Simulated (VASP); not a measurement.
# Re (Fd-3m) in VASP: a series of runs, part 3 of 3

VASP 6.6.1. Earlier steps stand in the parts before.

**5. Single point, r2SCAN**

This run uses another cell than the first one, of 22.11 Å³/atom, 0.990 times its volume.

The input, POSCAR:

```
Re
1.0
    0.0000000000      2.8067819073      2.8067819073
    2.8067819073      0.0000000000      2.8067819073
    2.8067819073      2.8067819073      0.0000000000
Re
2
Direct
    1.0000000000      1.0000000000      1.0000000000
    0.2500000000      0.2500000000      0.2500000000
```

The input, INCAR.step1:

```
PREC = Accurate
ENCUT = 520
ISMEAR = 1
SIGMA = 0.05
LREAL = F
LASPH = T
NELM = 100
NBANDS = 14
GGA = PE
ALGO = Normal
EDIFF = 1E-4
LWAVE = T
LCHARG = F
```

The input, INCAR.step2:

```
PREC = Accurate
ENCUT = 520
EDIFF = 1E-6
ISMEAR = 1
SIGMA = 0.05
LREAL = F
LASPH = T
NELM = 100
ALGO = Normal
ISIF = 2
LWAVE = F
LCHARG = F
METAGGA = R2SCAN
LMIXTAU = T
NBANDS = 14
ISTART = 1
```

The input, KPOINTS:

```
regular mesh
0
Gamma
  8 8 8
```

Potentials or basis: VASP PAW PBE potentials, release 64 (Re).

Run with:

```sh
> cat potpaw_PBE.64/Re/POTCAR > POTCAR
> cp INCAR.step1 INCAR
> mpirun -np 1 vasp_std > vasp.out
> cp INCAR.step2 INCAR
> mpirun -np 1 vasp_std > vasp.out
```

OUTCAR:

```text
PREC = Accurate
   ENCUT = 520
   EDIFF = 1E-6
   ISMEAR = 1
   LREAL = F
   LASPH = T
   NELM = 100
   ISIF = 2
   METAGGA = R2SCAN
   ISTART = 1

 ion  position               nearest neighbor table
   1  0.000  0.000  0.000-   2 2.43   2 2.43   2 2.43   2 2.43
   2  0.250  0.250  0.250-   1 2.43   1 2.43   1 2.43   1 2.43

  LATTYP: Found a face centered cubic cell.
 ALAT       =     5.6135638146

  Lattice vectors:

 A1 = (   0.0000000000,   2.8067819073,   2.8067819073)
 A2 = (   2.8067819073,   0.0000000000,   2.8067819073)
 A3 = (   2.8067819073,   2.8067819073,   0.0000000000)

Analysis of symmetry for initial positions (statically):
=====================================================================
 Subroutine PRICEL returns:
 Original cell was already a primitive cell.

 Routine SETGRP: Setting up the symmetry group for a
 face centered cubic supercell.

 Subroutine GETGRP returns: Found 48 space group operations
 (whereof 24 operations were pure point group operations)
 out of a pool of 48 trial point group operations.

The static configuration has the point symmetry T_d .
 The point group associated with its full space group is O_h .

Analysis of symmetry for dynamics (positions and initial velocities):
=====================================================================
 Subroutine PRICEL returns:
 Original cell was already a primitive cell.

 Routine SETGRP: Setting up the symmetry group for a
 face centered cubic supercell.

 Subroutine GETGRP returns: Found 48 space group operations
 (whereof 24 operations were pure point group operations)
 out of a pool of 48 trial point group operations.

The dynamic configuration has the point symmetry T_d .
 The point group associated with its full space group is O_h .

 Subroutine INISYM returns: Found 48 space group operations
 (whereof 24 operations are pure point group operations),
 and found     1 'primitive' translations

----------------------------------------------------------------------------------------
[... 118 lines left out ...]
   METAGGA = R2SCAN    functional components
   LHFCALC =     F    Hartree Fock is set to
   AEXX    =    0.0000 exact exchange contribution
   IVDW    =     0    specifies the selected vdW correction
   LEPSILON=     F    determine dielectric tensor
   LRPA    =     F    only Hartree local field effects (RPA)
 non-spin polarized calculation
 Methfessel and Paxton  Order N= 1 SIGMA  =   0.05
  energy-cutoff  :      520.00
  volume of cell :       44.22
 maximum number of plane-waves:      1243
 NGX is ok and might be reduce to    30
   NGX = 15   NGY = 15   NGZ = 15

 number of electron      14.0000000 magnetization

 Free energy of the ion-electron system (eV)
  ---------------------------------------------------
  ext. energy  EPLUGINS =         0.00000000
  ---------------------------------------------------
  free energy    TOTEN  =      -101.78573121 eV

  energy without entropy =     -101.78581174  energy(sigma->0) =     -101.78575805

 E-fermi :   3.4477     XC(G=0): -11.8660

 val. band max:        3.4048036750   @ k =  -0.2500   0.2500   0.0000
 cond. band min:       3.4558126438   @ k =  -0.2500   0.2500   0.0000
 fundamental gap:      0.0510089689
 Fermi energy:         3.4477149220

 k-point     1 :       0.0000    0.0000    0.0000
  band No.  band energies     occupation
      1      -3.7175      2.00000
      2       0.2615      2.00000
      3       0.2615      2.00000
      4       0.9656      2.00000
      5       0.9656      2.00000
      6       0.9656      2.00000
      7       4.1504     -0.00000
      8       4.1504     -0.00000
      9       4.1504     -0.00000
     10       7.8704      0.00000
     11       7.8704      0.00000
     12      15.5824      0.00000
     13      15.7016      0.00000
     14      16.9013      0.00000
[... 377 lines left out ...]
      1      -0.4930      2.00000
      2      -0.4481      2.00000
      3       0.0163      2.00000
      4       0.6888      2.00000
      5       1.4957      2.00000
      6       1.6090      2.00000
      7       3.4003      2.03796
      8       4.2049     -0.00000
      9       5.0773      0.00000
     10       6.9052      0.00000
     11       7.4097      0.00000
     12       7.8845      0.00000
     13      11.1036      0.00000
     14      11.8690      0.00000

 [... further k-points ...]
[... 5 lines left out ...]
  --------------------------------------------------------------------------------------
  -------------------------------------------------------------------------------------
  Total       -0.5462759     -0.5462759     -0.5462759      0.0000000     -0.0000000      0.0000000
  in kB      -19.7909486    -19.7909486    -19.7909486      0.0000000     -0.0000000      0.0000000
  external PRESSURE =     -19.7909486 kB  Pullay stress =       0.0000000 kB

 VOLUME and BASIS-vectors are now :
 -----------------------------------------------------------------------------
  energy-cutoff  :      520.00
  volume of cell :       44.22
      direct lattice vectors                 reciprocal lattice vectors
     0.000000000  2.806781907  2.806781907    -0.178139954  0.178139954  0.178139954
     2.806781907  0.000000000  2.806781907     0.178139954 -0.178139954  0.178139954
     2.806781907  2.806781907  0.000000000     0.178139954  0.178139954 -0.178139954

 POSITION                                       TOTAL-FORCE (eV/Angst)
 -----------------------------------------------------------------------------------
      0.00000      0.00000      0.00000         0.000000      0.000000      0.000000
      1.40339      1.40339      1.40339        -0.000000     -0.000000     -0.000000
 -----------------------------------------------------------------------------------
    total drift:                                0.000000     -0.000000      0.000000

  FREE ENERGIE OF THE ION-ELECTRON SYSTEM (eV)
  ---------------------------------------------------
  free  energy   TOTEN  =      -101.7857312079 eV

  energy  without entropy=     -101.7858117416  energy(sigma->0) =     -101.78575805
```

OUTCAR.step1:

```text
PREC = Accurate
   ENCUT = 520
   ISMEAR = 1
   LREAL = F
   LASPH = T
[... 631 lines left out ...]
 -----------------------------------------------------------------------------------
      0.00000      0.00000      0.00000        -0.000000     -0.000000     -0.000000
      1.40339      1.40339      1.40339         0.000000      0.000000      0.000000
 -----------------------------------------------------------------------------------
    total drift:                                0.000000     -0.000000      0.000000

  FREE ENERGIE OF THE ION-ELECTRON SYSTEM (eV)
  ---------------------------------------------------
  free  energy   TOTEN  =       -21.7449034948 eV

  energy  without entropy=      -21.7440622472  energy(sigma->0) =      -21.74462308
```

OSZICAR.step1:

```text
N       E                     dE             d eps       ncg     rms          rms(c)
DAV:   1     0.274208517694E+02    0.27421E+02   -0.64628E+03  1624   0.110E+03
DAV:   2    -0.208260822268E+02   -0.48247E+02   -0.42076E+02  1304   0.240E+02
DAV:   3    -0.222977605093E+02   -0.14717E+01   -0.14166E+01  1370   0.498E+01
DAV:   4    -0.223197874536E+02   -0.22027E-01   -0.21967E-01  1154   0.492E+00
DAV:   5    -0.223205018449E+02   -0.71439E-03   -0.71413E-03  1334   0.135E+00    0.306E+01
DAV:   6    -0.219111843016E+02    0.40932E+00   -0.32263E-01  1412   0.134E+01    0.147E+01
DAV:   7    -0.217535670031E+02    0.15762E+00   -0.23656E-01  1442   0.108E+01    0.744E-01
DAV:   8    -0.217448425413E+02    0.87245E-02   -0.14619E-02  1340   0.150E+00    0.167E-01
DAV:   9    -0.217449034948E+02   -0.60954E-04   -0.21169E-04  1018   0.297E-01
   1 F= -.21744903E+02 E0= -.21744623E+02  d E =-.841248E-03
```

It took 72 s on 1 thread of Intel Xeon Platinum 8259CL at 2.50GHz (Skylake/Cascade Lake), shared host; peak memory 0.17 GiB.

What came out:

```
Free energy            : -101.7857 eV
Pressure               : -2.0 GPa
Band gap on the k mesh : zero (band 7 reaches 4.15 eV, above the bottom of band 8 at 2.60 eV)
```

Caveat: the PAW data sets were made with another functional, which shifts forces and pressure a little; spin-orbit coupling is left out, which moves the levels of the heavy elements.

**6. Summary**

| task | cell | cutoff (eV) | gap on the mesh (eV) | pressure (GPa) |
| --- | --- | --- | --- | --- |
| single point | a = 3.983 Å, angles 60.0°, 2 atoms | 520 | none | -3.7 |
| relaxation of cell and atoms | relaxed from a = 3.969 Å, angles 60.0°, 2 atoms | 600 | none | 0.0 |
| single point | a = 3.956 Å, angles 60.0°, 2 atoms | 520 | none | -0.1 |
| single point | a = 3.969 Å, angles 60.0°, 2 atoms | 520 | none | -2.0 |

Alike in all rows: level r2SCAN; potentials or basis VASP PAW PBE potentials, release 64 (Re); no spin polarisation; k mesh 8 × 8 × 8; smearing methfessel-paxton 0.05 eV.

Caveats: the PAW data sets were made with another functional, which shifts forces and pressure a little; spin-orbit coupling is left out, which moves the levels of the heavy elements.

Absolute energies hang on the potentials; compare differences alone.
